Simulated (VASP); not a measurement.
# MgS (P4_12_12) in VASP: further runs, part 2 of 2

VASP 6.6.1. The steps go on from the part before.

**3. Single point, PBE (volume scaled by 1.06, then relaxed in part)**

Input file INCAR:

```
PREC     = Accurate       # precision mode
ENCUT    = 520            # plane-wave cutoff, eV
EDIFF    = 1E-6           # SCF threshold, eV
ISMEAR   = 0              # smearing method
SIGMA    = 0.02           # smearing width, eV
LREAL    = F              # projectors in reciprocal space
LASPH    = T              # aspherical terms in the spheres
NELM     = 60             # most SCF steps
ALGO     = Normal         # electronic algorithm
ISIF     = 2              # what is computed and relaxed
LWAVE    = F              # write WAVECAR
LCHARG   = F              # write CHGCAR
GGA      = PE             # functional
NBANDS   = 26             # bands
```

Input file KPOINTS:

```
Automatic mesh
0
Gamma
  4 4 6
```

Input file POSCAR:

```
MgS
1.0
    7.1134947604      0.0000000000      0.0000000000
    0.0000000000      7.1134947604      0.0000000000
    0.0000000000      0.0000000000      3.7558208122
Mg S
4 4
Direct
    0.6643331686      0.6643331686      0.5000000000
    0.1643331686      0.8356668314      0.2500000000
    0.3356668314      0.3356668314      0.0000000000
    0.8356668314      0.1643331686      0.7500000000
    0.8321470247      0.8321470247      0.0000000000
    0.3321470247      0.6678529753      0.7500000000
    0.1678529753      0.1678529753      0.5000000000
    0.6678529753      0.3321470247      0.2500000000
```

Potentials or basis: VASP PAW PBE potentials, release 64 (Mg, S).

On the command line:

```sh
cat potpaw_PBE.64/Mg/POTCAR potpaw_PBE.64/S/POTCAR > POTCAR
mpirun -np 1 vasp_std > vasp.out
```

OUTCAR:

```text
PREC = Accurate
   ENCUT = 520
   EDIFF = 1E-6
   ISMEAR = 0
   LREAL = F
   LASPH = T
   NELM = 60
   ISIF = 2
   GGA = PE

 ion  position               nearest neighbor table
   1  0.664  0.664  0.500-   5 2.53   5 2.53   8 2.54   6 2.54
   2  0.164  0.836  0.250-   6 2.53   6 2.53   7 2.54   5 2.54
   3  0.336  0.336  0.000-   7 2.53   7 2.53   8 2.54   6 2.54
   4  0.836  0.164  0.750-   8 2.53   8 2.53   5 2.54   7 2.54
   5  0.832  0.832  0.000-   1 2.53   1 2.53   4 2.54   2 2.54
   6  0.332  0.668  0.750-   2 2.53   2 2.53   3 2.54   1 2.54
   7  0.168  0.168  0.500-   3 2.53   3 2.53   4 2.54   2 2.54
   8  0.668  0.332  0.250-   4 2.53   4 2.53   1 2.54   3 2.54

  LATTYP: Found a simple tetragonal cell.
 ALAT       =     7.1134947604
 C/A-ratio  =     0.5279853207

  Lattice vectors:

 A1 = (   7.1134947604,   0.0000000000,   0.0000000000)
 A2 = (   0.0000000000,   7.1134947604,   0.0000000000)
 A3 = (   0.0000000000,   0.0000000000,   3.7558208122)

Analysis of symmetry for initial positions (statically):
=====================================================================
[... 193 lines left out ...]
 k-point     1 :       0.0000    0.0000    0.0000
  band No.  band energies     occupation
      1     -10.3061      2.00000
      2      -9.6207      2.00000
      3      -9.6207      2.00000
      4      -9.5726      2.00000
      5      -2.5552      2.00000
      6      -1.3789      2.00000
[... 685 lines left out ...]
     25       8.7643      0.00000
     26       8.7643      0.00000

------------------------ aborting loop because EDIFF is reached ----------------------------------------

  FORCE on cell =-STRESS in cart. coord.  units (eV):
  Direction    XX          YY          ZZ          XY          YZ          ZX
  --------------------------------------------------------------------------------------
  -------------------------------------------------------------------------------------
  Total       -3.6125091     -3.6125091     -3.7231739      0.0000000     -0.0000000      0.0000000
  in kB      -30.4543014    -30.4543014    -31.3872317      0.0000000     -0.0000000      0.0000000
  external PRESSURE =     -30.7652781 kB  Pullay stress =       0.0000000 kB

 VOLUME and BASIS-vectors are now :
 -----------------------------------------------------------------------------
  energy-cutoff  :      520.00
  volume of cell :      190.05
      direct lattice vectors                 reciprocal lattice vectors
     7.113494760  0.000000000  0.000000000     0.140577878  0.000000000  0.000000000
     0.000000000  7.113494760  0.000000000     0.000000000  0.140577878  0.000000000
     0.000000000  0.000000000  3.755820812     0.000000000  0.000000000  0.266253384

 POSITION                                       TOTAL-FORCE (eV/Angst)
 -----------------------------------------------------------------------------------
      4.72573      4.72573      1.87791         0.007651      0.007651     -0.000000
      1.16898      5.94451      0.93896         0.007651     -0.007651     -0.000000
      2.38776      2.38776      0.00000        -0.007651     -0.007651     -0.000000
      5.94451      1.16898      2.81687        -0.007651      0.007651     -0.000000
      5.91947      5.91947      0.00000        -0.005343     -0.005343     -0.000000
      2.36273      4.75077      2.81687        -0.005343      0.005343      0.000000
      1.19402      1.19402      1.87791         0.005343      0.005343     -0.000000
      4.75077      2.36273      0.93896         0.005343     -0.005343      0.000000
 -----------------------------------------------------------------------------------
    total drift:                               -0.000000      0.000000     -0.000000

  FREE ENERGIE OF THE ION-ELECTRON SYSTEM (eV)
  ---------------------------------------------------
  free  energy   TOTEN  =       -32.8310830153 eV

  energy  without entropy=      -32.8310830153  energy(sigma->0) =      -32.83108302
```

It took 71 s on 1 thread of Intel Xeon Platinum 8559C (Emerald Rapids), shared host; peak memory 0.31 GiB.

Results:

```
Free energy            : -32.8311 eV
Pressure               : -3.1 GPa
Largest force          : 0.011 eV/Å
Band gap on the k mesh : 2.57 eV, direct
```

Forces in eV/Å, atoms in the order of the input:
```
Mg   0.008  0.008  0.000
Mg   0.008 -0.008  0.000
Mg  -0.008 -0.008  0.000
Mg  -0.008  0.008  0.000
S   -0.005 -0.005  0.000
S   -0.005  0.005  0.000
S    0.005  0.005  0.000
S    0.005 -0.005  0.000
```

Levels at points of the mesh, in eV from the valence-band top:
| k point | band 13 | band 14 | band 15 | band 16 | band 17 | band 18 | band 19 | band 20 |
| --- | --- | --- | --- | --- | --- | --- | --- | --- |
| (0.00, 0.00, 0.00) | -0.17 | -0.17 | -0.12 | 0.00 | 2.57 | 4.73 | 4.73 | 5.82 |
| (0.50, 0.00, 0.00) | -0.32 | -0.32 | -0.10 | -0.10 | 4.07 | 4.07 | 4.68 | 4.68 |
| (0.50, 0.50, 0.00) | -0.20 | -0.20 | -0.09 | -0.09 | 4.28 | 4.28 | 4.42 | 4.42 |
| (0.00, 0.00, 0.50) | -0.83 | -0.83 | -0.64 | -0.64 | 3.63 | 3.63 | 4.65 | 4.65 |
| (0.50, 0.00, 0.50) | -0.80 | -0.80 | -0.40 | -0.40 | 4.03 | 4.03 | 4.57 | 4.57 |
| (0.50, 0.50, 0.50) | -0.73 | -0.73 | -0.73 | -0.73 | 4.21 | 4.21 | 4.21 | 4.21 |

**4. Single point, PBE (volume scaled by 1.10, then relaxed in part)**

Input file INCAR:

```
SYSTEM = MgS
  PREC = Accurate
  ENCUT = 520
  EDIFF = 1E-7
  ISMEAR = 0
  SIGMA = 0.02
  LREAL = .False.
  LASPH = .True.
  NELM = 60
  ALGO = Normal
  ISIF = 2
  LWAVE = .False.
  LCHARG = .False.
  GGA = PE
  NBANDS = 26
```

Input file KPOINTS:

```
Automatic mesh
0
Gamma
  4 4 6
  0 0 0
```

Input file POSCAR:

```
MgS
1.0
    7.2114390723      0.0000000000      0.0000000000
    0.0000000000      7.2114390723      0.0000000000
    0.0000000000      0.0000000000      3.7923973877
Mg S
4 4
Direct
    0.6647831729      0.6647831729      0.5000000000
    0.1647831729      0.8352168271      0.2500000000
    0.3352168271      0.3352168271      0.0000000000
    0.8352168271      0.1647831729      0.7500000000
    0.8324787812      0.8324787812      0.0000000000
    0.3324787812      0.6675212188      0.7500000000
    0.1675212188      0.1675212188      0.5000000000
    0.6675212188      0.3324787812      0.2500000000
```

Potentials or basis: VASP PAW PBE potentials, release 64 (Mg, S).

On the command line:

```sh
cat potpaw_PBE.64/Mg/POTCAR potpaw_PBE.64/S/POTCAR > POTCAR
mpirun -np 1 vasp_std > vasp.out
```

OUTCAR:

```text
SYSTEM = MgS
   PREC = Accurate
   ENCUT = 520
   EDIFF = 1E-7
   ISMEAR = 0
   LREAL = .False.
   LASPH = .True.
   NELM = 60
   ISIF = 2
   GGA = PE

 ion  position               nearest neighbor table
   1  0.665  0.665  0.500-   5 2.55   5 2.55   8 2.58   6 2.58
   2  0.165  0.835  0.250-   6 2.55   6 2.55   7 2.58   5 2.58
   3  0.335  0.335  0.000-   7 2.55   7 2.55   8 2.58   6 2.58
   4  0.835  0.165  0.750-   8 2.55   8 2.55   5 2.58   7 2.58
   5  0.832  0.832  0.000-   1 2.55   1 2.55   4 2.58   2 2.58
   6  0.332  0.668  0.750-   2 2.55   2 2.55   3 2.58   1 2.58
   7  0.168  0.168  0.500-   3 2.55   3 2.55   4 2.58   2 2.58
   8  0.668  0.332  0.250-   4 2.55   4 2.55   1 2.58   3 2.58

  LATTYP: Found a simple tetragonal cell.
 ALAT       =     7.2114390723
 C/A-ratio  =     0.5258863522

  Lattice vectors:

 A1 = (   7.2114390723,   0.0000000000,   0.0000000000)
 A2 = (   0.0000000000,   7.2114390723,   0.0000000000)
 A3 = (   0.0000000000,   0.0000000000,   3.7923973877)

[... 192 lines left out ...]
 fundamental gap:      2.4001360907
 Fermi energy:         1.1798999206

 k-point     1 :       0.0000    0.0000    0.0000
  band No.  band energies     occupation
      1     -10.4042      2.00000
      2      -9.7740      2.00000
      3      -9.7740      2.00000
      4      -9.7327      2.00000
      5      -2.6601      2.00000
      6      -1.5205      2.00000
[... 685 lines left out ...]
     25       8.4030      0.00000
     26       8.4030      0.00000

------------------------ aborting loop because EDIFF is reached ----------------------------------------

  FORCE on cell =-STRESS in cart. coord.  units (eV):
  Direction    XX          YY          ZZ          XY          YZ          ZX
  --------------------------------------------------------------------------------------
  -------------------------------------------------------------------------------------
  Total       -5.6378561     -5.6378561     -5.6101136      0.0000000      0.0000000      0.0000000
  in kB      -45.8001450    -45.8001450    -45.5747735      0.0000000      0.0000000      0.0000000
  external PRESSURE =     -45.7250212 kB  Pullay stress =       0.0000000 kB

 VOLUME and BASIS-vectors are now :
 -----------------------------------------------------------------------------
  energy-cutoff  :      520.00
  volume of cell :      197.22
      direct lattice vectors                 reciprocal lattice vectors
     7.211439072  0.000000000  0.000000000     0.138668578  0.000000000  0.000000000
     0.000000000  7.211439072  0.000000000     0.000000000  0.138668578  0.000000000
     0.000000000  0.000000000  3.792397388     0.000000000  0.000000000  0.263685447

 POSITION                                       TOTAL-FORCE (eV/Angst)
 -----------------------------------------------------------------------------------
      4.79404      4.79404      1.89620         0.002970      0.002970      0.000000
      1.18832      6.02312      0.94810         0.002970     -0.002970      0.000000
      2.41740      2.41740      0.00000        -0.002970     -0.002970      0.000000
      6.02312      1.18832      2.84430        -0.002970      0.002970      0.000000
      6.00337      6.00337      0.00000        -0.001581     -0.001581      0.000000
      2.39765      4.81379      2.84430        -0.001581      0.001581     -0.000000
      1.20807      1.20807      1.89620         0.001581      0.001581      0.000000
      4.81379      2.39765      0.94810         0.001581     -0.001581     -0.000000
 -----------------------------------------------------------------------------------
    total drift:                               -0.000000      0.000000     -0.000000

  FREE ENERGIE OF THE ION-ELECTRON SYSTEM (eV)
  ---------------------------------------------------
  free  energy   TOTEN  =       -32.6600473761 eV

  energy  without entropy=      -32.6600473761  energy(sigma->0) =      -32.66004738
```

OSZICAR:

```text
N       E                     dE             d eps       ncg     rms          rms(c)
DAV:   1     0.137078649641E+03    0.13708E+03   -0.11634E+04  1248   0.983E+02
DAV:   2    -0.193024091373E+02   -0.15638E+03   -0.14577E+03  1712   0.161E+02
DAV:   3    -0.347800092717E+02   -0.15478E+02   -0.15378E+02  1660   0.536E+01
DAV:   4    -0.350477822095E+02   -0.26777E+00   -0.26749E+00  1596   0.863E+00
DAV:   5    -0.350535457537E+02   -0.57635E-02   -0.57613E-02  1660   0.132E+00    0.788E+00
DAV:   6    -0.328145160452E+02    0.22390E+01   -0.42477E+00  1364   0.723E+00    0.607E+00
DAV:   7    -0.326392197726E+02    0.17530E+00   -0.77058E-01  1572   0.314E+00    0.429E+00
DAV:   8    -0.326613055464E+02   -0.22086E-01   -0.76716E-02  1432   0.153E+00    0.179E+00
DAV:   9    -0.326576154821E+02    0.36901E-02   -0.58720E-03  1630   0.381E-01    0.531E-01
DAV:  10    -0.326598431411E+02   -0.22277E-02   -0.40978E-03  1368   0.255E-01    0.708E-02
DAV:  11    -0.326600009608E+02   -0.15782E-03   -0.16453E-04  1614   0.582E-02    0.776E-02
DAV:  12    -0.326600429027E+02   -0.41942E-04   -0.12740E-04  1336   0.454E-02    0.655E-02
DAV:  13    -0.326600470479E+02   -0.41451E-05   -0.27778E-05  1598   0.196E-02    0.703E-03
DAV:  14    -0.326600474685E+02   -0.42066E-06   -0.81634E-07  1496   0.447E-03    0.331E-03
DAV:  15    -0.326600473761E+02    0.92416E-07   -0.12609E-07  1236   0.158E-03
   1 F= -.32660047E+02 E0= -.32660047E+02  d E =-.124535E-23
```

Run time: 83 s. Hardware: 1 thread of Intel Xeon Platinum 8559C (Emerald Rapids), shared host; peak memory 0.31 GiB.

What came out:

| Quantity | Value |
| --- | --- |
| Free energy | -32.6600 eV |
| Pressure | -4.6 GPa |
| Largest force | 0.004 eV/Å |
| Band gap on the k mesh | 2.40 eV, direct |

Forces on the atoms (eV/Å):
```
Mg   0.003  0.003  0.000
Mg   0.003 -0.003  0.000
Mg  -0.003 -0.003  0.000
Mg  -0.003  0.003  0.000
S   -0.002 -0.002  0.000
S   -0.002  0.002  0.000
S    0.002  0.002  0.000
S    0.002 -0.002  0.000
```

**5. Overview**

| cell | gap on the mesh (eV) | pressure (GPa) | largest force (eV/Å) |
| --- | --- | --- | --- |
| a = 7.046, b = 7.046, c = 3.720 Å, 8 atoms | 2.70 | -1.7 | 0.01 |
| a = 7.113, b = 7.113, c = 3.756 Å, 8 atoms | 2.57 | -3.1 | 0.01 |
| a = 7.211, b = 7.211, c = 3.792 Å, 8 atoms | 2.40 | -4.6 | - |

Alike in all rows: task single point; level PBE; potentials or basis VASP PAW PBE potentials, release 64 (Mg, S); no spin polarisation; k mesh 4 × 4 × 6; cutoff (eV) 520; smearing gaussian 0.02 eV.

Total energies depend on the potentials used, so only differences within one code and one set of settings carry meaning.
